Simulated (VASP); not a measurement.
# Cr (Im-3m) in VASP: a series of runs, part 2 of 2

VASP 6.6.1. Earlier steps stand in the parts before.

## Step 3: Single point, PBE, collinear spin, antiferromagnetic start

The input, INCAR:

```
PREC     = Accurate       # precision mode
ENCUT    = 520            # plane-wave cutoff, eV
EDIFF    = 1E-6           # SCF threshold, eV
ISMEAR   = 0              # smearing method
SIGMA    = 0.1            # smearing width, eV
LREAL    = False          # projectors in reciprocal space
LASPH    = True           # aspherical terms in the spheres
NELM     = 150            # most SCF steps
ALGO     = Fast           # electronic algorithm
ISIF     = 2              # what is computed and relaxed
LWAVE    = False          # write WAVECAR
LCHARG   = False          # write CHGCAR
ISPIN    = 2              # spin polarisation
MAGMOM   = -3 3           # initial moments
LORBIT   = 11             # projections on sites
LMAXMIX  = 4              # l up to which the mixer works
GGA      = PE             # functional
NBANDS   = 23             # bands
```

The input, KPOINTS:

```
Automatic mesh
0
Gamma
  6 6 6
```

The input, POSCAR:

```
Cr
1.0
    2.9688993551      0.0000000000      0.0000000000
    0.0000000000      2.9688993551      0.0000000000
    0.0000000000      0.0000000000      2.9688993551
Cr
2
Direct
    0.0000000000      0.0000000000      0.0000000000
    0.5000000000      0.5000000000      0.5000000000
```

Potentials or basis: VASP PAW PBE potentials, release 64 (Cr_pv).

Started as:

```sh
> cat potpaw_PBE.64/Cr_pv/POTCAR > POTCAR
> mpirun -np 1 vasp_std > vasp.out
```

Wall time 10 s (1 thread of Intel Xeon 6975P-C (Granite Rapids), shared host); peak memory 0.15 GiB.

It converged, with:

- Free energy: -18.9380 eV
- Pressure: -13.5 GPa
- Band gap on the k mesh: zero (filled and empty bands overlap)
- Net moment: 0.00 μB per cell
- Site moments: Cr -1.78, +1.78 μB
- Valence electrons inside the program's atomic spheres: Cr 10.82

Levels at points of the mesh, in eV from the Fermi level:
Spin up:
| k point | band 8 | band 9 | band 10 | band 11 | band 12 | band 13 | band 14 | band 15 | band 16 | band 17 |
| --- | --- | --- | --- | --- | --- | --- | --- | --- | --- | --- |
| (0.00, 0.00, 0.00) | -3.64 | -3.64 | -0.91 | -0.91 | -0.91 | 1.19 | 1.19 | 2.47 | 2.47 | 2.47 |
| (0.50, 0.00, 0.00) | -3.53 | -2.02 | -1.03 | -1.03 | -0.74 | -0.18 | 0.56 | 0.56 | 1.56 | 1.62 |
| (0.50, 0.50, 0.00) | -3.79 | -2.12 | -2.12 | 0.63 | 0.81 | 0.81 | 0.88 | 1.36 | 2.14 | 2.69 |
| (0.50, 0.50, 0.50) | -2.54 | -2.54 | -1.44 | -1.44 | -1.44 | 0.67 | 0.67 | 2.19 | 2.19 | 6.07 |
Spin down:
```csv
k point,band 8,band 9,band 10,band 11,band 12,band 13,band 14,band 15,band 16,band 17
"(0.00, 0.00, 0.00)",-3.64,-3.64,-0.91,-0.91,-0.91,1.19,1.19,2.47,2.47,2.47
"(0.50, 0.00, 0.00)",-3.53,-2.02,-1.03,-1.03,-0.74,-0.18,0.56,0.56,1.56,1.62
"(0.50, 0.50, 0.00)",-3.79,-2.12,-2.12,0.63,0.81,0.81,0.88,1.36,2.14,2.69
"(0.50, 0.50, 0.50)",-2.54,-2.54,-1.44,-1.44,-1.44,0.67,0.67,2.19,2.19,6.07
```

## Step 4: Single point, RPBE, collinear spin, antiferromagnetic start

The input, INCAR:

```
PREC = Accurate
ENCUT = 520
EDIFF = 1E-7
ISMEAR = 0
SIGMA = 0.1
LREAL = F
LASPH = T
NELM = 150
ALGO = Normal
ISIF = 2
LWAVE = F
LCHARG = T
ISPIN = 2
MAGMOM = -3 3
LORBIT = 11
LMAXMIX = 4
GGA = RP
LELF = T
LVHAR = T
NBANDS = 23
```

KPOINTS is that of step 3.

POSCAR is that of step 3.

Started as:

```sh
> cat potpaw_PBE.64/Cr_pv/POTCAR > POTCAR
> mpirun -np 1 vasp_std > vasp.out
```

Run time: 15 s. Hardware: 1 thread of Intel Xeon 6975P-C (Granite Rapids), shared host; peak memory 0.15 GiB.

It converged, with:

| Property | Result |
| --- | --- |
| Free energy | -18.0163 eV |
| Pressure | -7.3 GPa |
| Band gap on the k mesh | zero (filled and empty bands overlap) |
| Net moment | 0.00 μB per cell |
| Site moments | Cr -1.90, +1.90 μB |
| Valence electrons inside the program's atomic spheres | Cr 10.83 |

Levels at points of the mesh, in eV from the Fermi level:
Spin up:
| k point | band 9 | band 10 | band 11 | band 12 | band 13 | band 14 | band 15 | band 16 |
| --- | --- | --- | --- | --- | --- | --- | --- | --- |
| (0.00, 0.00, 0.00) | -3.70 | -0.98 | -0.98 | -0.98 | 1.19 | 1.19 | 2.48 | 2.48 |
| (0.50, 0.00, 0.00) | -2.11 | -1.15 | -1.15 | -0.70 | -0.30 | 0.61 | 0.61 | 1.48 |
| (0.50, 0.50, 0.00) | -2.19 | -2.19 | 0.54 | 0.72 | 0.72 | 0.84 | 1.37 | 2.20 |
| (0.50, 0.50, 0.50) | -2.64 | -1.44 | -1.44 | -1.44 | 0.58 | 0.58 | 2.25 | 2.25 |
Spin down:
```csv
k point,band 8,band 9,band 10,band 11,band 12,band 13,band 14,band 15,band 16,band 17
"(0.00, 0.00, 0.00)",-3.70,-3.70,-0.98,-0.98,-0.98,1.19,1.19,2.48,2.48,2.48
"(0.50, 0.00, 0.00)",-3.57,-2.11,-1.15,-1.15,-0.70,-0.30,0.61,0.61,1.48,1.67
"(0.50, 0.50, 0.00)",-3.84,-2.19,-2.19,0.54,0.72,0.72,0.84,1.37,2.20,2.69
"(0.50, 0.50, 0.50)",-2.64,-2.64,-1.44,-1.44,-1.44,0.58,0.58,2.25,2.25,6.03
```

Caveat: the PAW data sets were made with another functional, which shifts forces and pressure a little.

## Step 5: Single point, PBE, collinear spin, antiferromagnetic start

The input, INCAR:

```
  PREC = Accurate
  ENCUT = 520
  EDIFF = 1E-6
  ISMEAR = -1
  SIGMA = 0.008617333262145177
  LREAL = F
  LASPH = T
  NELM = 150
  ALGO = Normal
  ISIF = 2
  LWAVE = F
  LCHARG = F
  ISPIN = 2
  MAGMOM = -3 3
  LORBIT = 11
  LMAXMIX = 4
  GGA = PE
  NBANDS = 23
```

KPOINTS is that of step 4.

POSCAR is that of step 4.

Started as:

```sh
> cat potpaw_PBE.64/Cr_pv/POTCAR > POTCAR
> mpirun -np 1 vasp_std > vasp.out
```

Wall time 13 s (1 thread of Intel Xeon 6975P-C (Granite Rapids), shared host); peak memory 0.15 GiB.

It converged, with:

| Item | Value |
| --- | --- |
| Free energy | -18.9366 eV |
| Pressure | -13.5 GPa |
| Band gap on the k mesh | zero (filled and empty bands overlap) |
| Net moment | 0.00 μB per cell |
| Site moments | Cr -1.78, +1.78 μB |
| Valence electrons inside the program's atomic spheres | Cr 10.82 |

Levels at points of the mesh, in eV from the Fermi level:
Spin up:
| k point | band 10 | band 11 | band 12 | band 13 | band 14 | band 15 |
| --- | --- | --- | --- | --- | --- | --- |
| (0.00, 0.00, 0.00) | -0.90 | -0.90 | -0.90 | 1.19 | 1.19 | 2.48 |
| (0.50, 0.00, 0.00) | -1.03 | -1.03 | -0.73 | -0.18 | 0.57 | 0.57 |
| (0.50, 0.50, 0.00) | -2.12 | 0.63 | 0.81 | 0.81 | 0.89 | 1.37 |
| (0.50, 0.50, 0.50) | -1.43 | -1.43 | -1.43 | 0.68 | 0.68 | 2.20 |
Spin down:
| k point | band 10 | band 11 | band 12 | band 13 | band 14 | band 15 |
| --- | --- | --- | --- | --- | --- | --- |
| (0.00, 0.00, 0.00) | -0.90 | -0.90 | -0.90 | 1.19 | 1.19 | 2.48 |
| (0.50, 0.00, 0.00) | -1.03 | -1.03 | -0.73 | -0.18 | 0.57 | 0.57 |
| (0.50, 0.50, 0.00) | -2.12 | 0.63 | 0.81 | 0.81 | 0.89 | 1.37 |
| (0.50, 0.50, 0.50) | -1.43 | -1.43 | -1.43 | 0.68 | 0.68 | 2.20 |

## Step 6: Single point, PBE, collinear spin, antiferromagnetic start

This run uses another cell than the first one, of 14.65 Å³/atom, 1.120 times its volume.

The input, INCAR:

```
SYSTEM = Cr
ALGO     = Normal         ! electronic algorithm
EDIFF    = 1E-6           ! SCF threshold, eV
ENCUT    = 520            ! plane-wave cutoff, eV
GGA      = PE             ! functional
ISIF     = 2              ! what is computed and relaxed
ISMEAR   = 0              ! smearing method
ISPIN    = 2              ! spin polarisation
LASPH    = .True.         ! aspherical terms in the spheres
LCHARG   = .False.        ! write CHGCAR
LMAXMIX  = 4              ! l up to which the mixer works
LORBIT   = 11             ! projections on sites
LREAL    = .False.        ! projectors in reciprocal space
LWAVE    = .False.        ! write WAVECAR
MAGMOM   = -3 3           ! initial moments
NBANDS   = 23             ! bands
NELM     = 150            ! most SCF steps
PREC     = Accurate       ! precision mode
SIGMA    = 0.1            ! smearing width, eV
```

The input, KPOINTS:

```
k-points
0
Gamma
  6 6 6
  0 0 0
```

The input, POSCAR:

```
Cr
1.0
    3.0831984781      0.0000000000      0.0000000000
    0.0000000000      3.0831984781      0.0000000000
    0.0000000000      0.0000000000      3.0831984781
Cr
2
Direct
    0.0000000000      0.0000000000      0.0000000000
    0.5000000000      0.5000000000      0.5000000000
```

Potentials or basis: VASP PAW PBE potentials, release 64 (Cr_pv).

Started as:

```sh
> cat potpaw_PBE.64/Cr_pv/POTCAR > POTCAR
> mpirun -np 1 vasp_std > vasp.out
```

OUTCAR:

```text
SYSTEM = Cr
   EDIFF = 1E-6
   ENCUT = 520
   GGA = PE
   ISIF = 2
   ISMEAR = 0
   ISPIN = 2
   LASPH = .True.
   LORBIT = 11
   LREAL = .False.
   NELM = 150
   PREC = Accurate

 ion  position               nearest neighbor table
   1  0.000  0.000  0.000-   2 2.67   2 2.67   2 2.67   2 2.67   2 2.67   2 2.67   2 2.67   2 2.67

   2  0.500  0.500  0.500-   1 2.67   1 2.67   1 2.67   1 2.67   1 2.67   1 2.67   1 2.67   1 2.67

  LATTYP: Found a simple cubic cell.
 ALAT       =     3.0831984781

  Lattice vectors:

 A1 = (   3.0831984781,   0.0000000000,   0.0000000000)
[... 1278 lines left out ...]

 VOLUME and BASIS-vectors are now :
 -----------------------------------------------------------------------------
  energy-cutoff  :      520.00
  volume of cell :       29.31
      direct lattice vectors                 reciprocal lattice vectors
     3.083198478  0.000000000  0.000000000     0.324338510  0.000000000  0.000000000
     0.000000000  3.083198478  0.000000000     0.000000000  0.324338510  0.000000000
     0.000000000  0.000000000  3.083198478     0.000000000  0.000000000  0.324338510

 POSITION                                       TOTAL-FORCE (eV/Angst)
 -----------------------------------------------------------------------------------
      0.00000      0.00000      0.00000         0.000000      0.000000      0.000000
      1.54160      1.54160      1.54160        -0.000000     -0.000000     -0.000000
 -----------------------------------------------------------------------------------
    total drift:                                0.000000      0.000000     -0.000000

  FREE ENERGIE OF THE ION-ELECTRON SYSTEM (eV)
  ---------------------------------------------------
  free  energy   TOTEN  =       -18.5963832089 eV

  energy  without entropy=      -18.5932504429  energy(sigma->0) =      -18.59481683

 total charge

# of ion       s       p       d       tot
------------------------------------------
    1        0.359   6.276   4.021  10.656
    2        0.359   6.276   4.021  10.656
--------------------------------------------------
tot          0.718  12.553   8.042  21.313

 magnetization (x)

# of ion       s       p       d       tot
------------------------------------------
    1       -0.031  -0.025  -2.307  -2.362
    2        0.031   0.025   2.307   2.362
--------------------------------------------------
tot          0.000   0.000   0.000   0.000
```

It took 9 s on 1 thread of Intel Xeon 6975P-C (Granite Rapids), shared host; peak memory 0.15 GiB.

What came out:

| Quantity | Value |
| --- | --- |
| Free energy | -18.5964 eV |
| Pressure | -19.8 GPa |
| Band gap on the k mesh | zero (filled and empty bands overlap) |
| Net moment | 0.00 μB per cell |
| Site moments | Cr -2.36, +2.36 μB |
| Valence electrons inside the program's atomic spheres | Cr 10.66 |

Levels at points of the mesh, in eV from the Fermi level:
Spin up:
```tsv
k point	band 9	band 10	band 11	band 12	band 13	band 14	band 15	band 16
(0.00, 0.00, 0.00)	-3.37	-1.13	-1.13	-1.13	1.03	1.03	2.28	2.28
(0.50, 0.00, 0.00)	-2.15	-1.37	-1.37	-0.65	-0.38	0.73	0.73	0.84
(0.50, 0.50, 0.00)	-2.10	-2.10	0.06	0.38	0.38	0.52	1.26	2.13
(0.50, 0.50, 0.50)	-2.64	-1.22	-1.22	-1.22	0.09	0.09	2.17	2.17
```
Spin down:
| k point | band 9 | band 10 | band 11 | band 12 | band 13 | band 14 | band 15 | band 16 |
| --- | --- | --- | --- | --- | --- | --- | --- | --- |
| (0.00, 0.00, 0.00) | -3.37 | -1.13 | -1.13 | -1.13 | 1.03 | 1.03 | 2.28 | 2.28 |
| (0.50, 0.00, 0.00) | -2.15 | -1.37 | -1.37 | -0.65 | -0.38 | 0.73 | 0.73 | 0.84 |
| (0.50, 0.50, 0.00) | -2.10 | -2.10 | 0.06 | 0.38 | 0.38 | 0.52 | 1.26 | 2.13 |
| (0.50, 0.50, 0.50) | -2.64 | -1.22 | -1.22 | -1.22 | 0.09 | 0.09 | 2.17 | 2.17 |

## Step 7: Summary

```tsv
level	cell	k mesh	smearing	gap on the mesh (eV)	pressure (GPa)	moment (μB)
PBE	a = 2.969 Å, 2 atoms	2 × 2 × 2	gaussian 0.1 eV	none	-8.4	0.00
PBE	a = 2.969 Å, 2 atoms	6 × 6 × 6	gaussian 0.1 eV	none	-13.5	0.00
RPBE	a = 2.969 Å, 2 atoms	6 × 6 × 6	gaussian 0.1 eV	none	-7.3	0.00
PBE	a = 2.969 Å, 2 atoms	6 × 6 × 6	fermi-dirac 0.00861733 eV	none	-13.5	0.00
PBE	a = 3.083 Å, 2 atoms	6 × 6 × 6	gaussian 0.1 eV	none	-19.8	0.00
```

Alike in all rows: task single point; potentials or basis VASP PAW PBE potentials, release 64 (Cr_pv); spin collinear, antiferromagnetic start; cutoff (eV) 520.

Caveats: some runs use coarse meshes; the PAW data sets were made with another functional, which shifts forces and pressure a little (some runs).

Absolute energies hang on the potentials; compare differences alone.
